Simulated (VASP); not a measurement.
# GaN (Fm-3m) in VASP: further runs, part 2 of 2

VASP 6.6.1. The steps go on from the part before.

**3. Single point, LDA (volume scaled by 1.06)**

The input, INCAR:

```
SYSTEM = GaN
PREC = Accurate
ENCUT = 520
EDIFF = 1E-6
ISMEAR = -1
SIGMA = 0.05
LREAL = .FALSE.
LASPH = .TRUE.
NELM = 100
ALGO = Normal
ISIF = 2
LWAVE = .FALSE.
LCHARG = .FALSE.
NBANDS = 16
```

The input, KPOINTS:

```
regular mesh
0
G
  11 11 11
  0 0 0
```

The input, POSCAR:

```
GaN
1.0
    0.0000000000      2.1771129849      2.1771129849
    2.1771129849      0.0000000000      2.1771129849
    2.1771129849      2.1771129849      0.0000000000
Ga N
1 1
Direct
    0.0000000000      0.0000000000      0.0000000000
    0.5000000000      0.5000000000      0.5000000000
```

Potentials or basis: VASP PAW LDA potentials, release 64 (Ga_d, N).

Command:

```console
$ cat potpaw_LDA.64/Ga_d/POTCAR potpaw_LDA.64/N/POTCAR > POTCAR
$ mpirun -np 1 vasp_std > vasp.out
```

Wall time 9.8 s (1 thread of Intel Xeon Platinum 8259CL at 2.50GHz (Skylake/Cascade Lake), shared host); peak memory 0.14 GiB.

It converged, with:

```
Free energy : -12.9119 eV
Pressure    : -21.7 GPa
```

Levels at points of the mesh, in eV from the Fermi level:
| k point | band 5 | band 6 | band 7 | band 8 | band 9 | band 10 | band 11 | band 12 | band 13 | band 14 |
| --- | --- | --- | --- | --- | --- | --- | --- | --- | --- | --- |
| (0.00, 0.00, 0.00) | -14.13 | -14.13 | -0.53 | -0.53 | -0.53 | 1.23 | 14.06 | 14.06 | 14.06 | 14.22 |

**4. Single point, PBEsol (volume scaled by 1.04)**

INCAR, as its differences from that of step 3:

```diff
@@ -13,2 +13,3 @@
 LCHARG = .FALSE.
+GGA = PS
 NBANDS = 16
```

KPOINTS is that of step 3.

The input, POSCAR:

```
GaN
1.0
    0.0000000000      2.1633334196      2.1633334196
    2.1633334196      0.0000000000      2.1633334196
    2.1633334196      2.1633334196      0.0000000000
Ga N
1 1
Direct
    0.0000000000      0.0000000000      0.0000000000
    0.5000000000      0.5000000000      0.5000000000
```

Potentials or basis: VASP PAW PBE potentials, release 64 (Ga_d, N).

Command:

```console
$ cat potpaw_PBE.64/Ga_d/POTCAR potpaw_PBE.64/N/POTCAR > POTCAR
$ mpirun -np 1 vasp_std > vasp.out
```

Wall time 11 s (1 thread of Intel Xeon Platinum 8259CL at 2.50GHz (Skylake/Cascade Lake), shared host); peak memory 0.14 GiB.

Results (log left out):

```yaml
Free_energy: -12.1931 eV
Pressure: -14.1 GPa
Band_gap_on_the_k_mesh: 0.24 eV, indirect (least direct gap 1.91 eV)
```

Levels at points of the mesh, in eV from the valence-band top:
```
           k point  band 7  band 8  band 9  band 10  band 11  band 12
(0.00, 0.00, 0.00)   -0.46   -0.46   -0.46     1.45    14.20    14.20
```

Caveat: the PAW data sets were made with another functional, which shifts forces and pressure a little. A k mesh can miss the band edges.

**5. Single point, PBEsol (volume scaled by 1.06)**

INCAR, as its differences from that of step 4:

```diff
@@ -8,3 +8,3 @@
 LASPH = .TRUE.
-NELM = 100
+NELM = 60
 ALGO = Normal
```

The input, KPOINTS:

```
Automatic mesh
0
G
  11 11 11
  0 0 0
```

The input, POSCAR:

```
GaN
1.0
    0.0000000000      2.1771129849      2.1771129849
    2.1771129849      0.0000000000      2.1771129849
    2.1771129849      2.1771129849      0.0000000000
Ga N
1 1
Direct
    0.0000000000      0.0000000000      0.0000000000
    0.5000000000      0.5000000000      0.5000000000
```

Potentials or basis: VASP PAW PBE potentials, release 64 (Ga_d, N).

Command:

```console
$ cat potpaw_PBE.64/Ga_d/POTCAR potpaw_PBE.64/N/POTCAR > POTCAR
$ mpirun -np 1 vasp_std > vasp.out
```

OUTCAR:

```text
SYSTEM = GaN
   PREC = Accurate
   ENCUT = 520
   EDIFF = 1E-6
   ISMEAR = -1
   LREAL = .FALSE.
   LASPH = .TRUE.
   NELM = 60
   ISIF = 2
   GGA = PS

 ion  position               nearest neighbor table
   1  0.000  0.000  0.000-   2 2.18   2 2.18   2 2.18   2 2.18   2 2.18   2 2.18
   2  0.500  0.500  0.500-   1 2.18   1 2.18   1 2.18   1 2.18   1 2.18   1 2.18

  LATTYP: Found a face centered cubic cell.
 ALAT       =     4.3542259698

  Lattice vectors:

[... 640 lines left out ...]
 [... further k-points ...]

------------------------ aborting loop because EDIFF is reached ----------------------------------------

  FORCE on cell =-STRESS in cart. coord.  units (eV):
  Direction    XX          YY          ZZ          XY          YZ          ZX
  --------------------------------------------------------------------------------------
  -------------------------------------------------------------------------------------
  Total       -2.1939090     -2.1939090     -2.1939090      0.0000000      0.0000000     -0.0000000
  in kB     -170.3163327   -170.3163327   -170.3163327      0.0000000      0.0000000     -0.0000000
  external PRESSURE =    -170.3163327 kB  Pullay stress =       0.0000000 kB

 VOLUME and BASIS-vectors are now :
 -----------------------------------------------------------------------------
  energy-cutoff  :      520.00
  volume of cell :       20.64
      direct lattice vectors                 reciprocal lattice vectors
     0.000000000  2.177112985  2.177112985    -0.229661944  0.229661944  0.229661944
     2.177112985  0.000000000  2.177112985     0.229661944 -0.229661944  0.229661944
     2.177112985  2.177112985  0.000000000     0.229661944  0.229661944 -0.229661944

 POSITION                                       TOTAL-FORCE (eV/Angst)
 -----------------------------------------------------------------------------------
      0.00000      0.00000      0.00000        -0.000000     -0.000000     -0.000000
      2.17711      2.17711      2.17711         0.000000      0.000000      0.000000
 -----------------------------------------------------------------------------------
    total drift:                                0.000000     -0.000000     -0.000000

  FREE ENERGIE OF THE ION-ELECTRON SYSTEM (eV)
  ---------------------------------------------------
  free  energy   TOTEN  =       -12.1553004896 eV

  energy  without entropy=      -12.1541699253  energy(sigma->0) =      -12.15473521
```

stdout:

```text
POSCAR found type information on POSCAR GaN
 POSCAR found :  2 types and       2 ions
 scaLAPACK will be used
 -----------------------------------------------------------------------------
|                                                                             |
|                                                                             |
|     You enforced a specific xc type in the INCAR file but a different       |
|     I HOPE YOU KNOW WHAT YOU ARE DOING!                                     |
|                                                                             |
 -----------------------------------------------------------------------------

 LDA part: xc-table for (Slater+PW92), standard interpolation
 POSCAR, INCAR and KPOINTS ok, starting setup
 FFT: planning ... GRIDC
 FFT: planning ... GRID_SOFT
 FFT: planning ... GRID
 WAVECAR not read
 entering main loop
```

Wall time 11 s (1 thread of Intel Xeon Platinum 8259CL at 2.50GHz (Skylake/Cascade Lake), shared host); peak memory 0.15 GiB.

What came out:

```
Free energy            : -12.1553 eV
Pressure               : -17.0 GPa
Band gap on the k mesh : 0.13 eV, indirect (least direct gap 1.69 eV)
```

Caveat: the PAW data sets were made with another functional, which shifts forces and pressure a little. A k mesh can miss the band edges.

**6. Overview**

```csv
level,potentials or basis,cell,gap on the mesh (eV),pressure (GPa)
LDA,"VASP PAW LDA potentials, release 64 (Ga_d, N)","a = 3.059 Å, angles 60.0°, 2 atoms",0.14,-19.0
LDA,"VASP PAW LDA potentials, release 64 (Ga_d, N)","a = 3.079 Å, angles 60.0°, 2 atoms",-,-21.7
PBEsol,"VASP PAW PBE potentials, release 64 (Ga_d, N)","a = 3.059 Å, angles 60.0°, 2 atoms",0.24,-14.1
PBEsol,"VASP PAW PBE potentials, release 64 (Ga_d, N)","a = 3.079 Å, angles 60.0°, 2 atoms",0.13,-17.0
```

Alike in all rows: task single point; no spin polarisation; k mesh 11 × 11 × 11; cutoff (eV) 520; smearing fermi-dirac 0.05 eV.

Caveats: the PAW data sets were made with another functional, which shifts forces and pressure a little (some runs).

Total energies depend on the potentials used, so only differences within one code and one set of settings carry meaning.
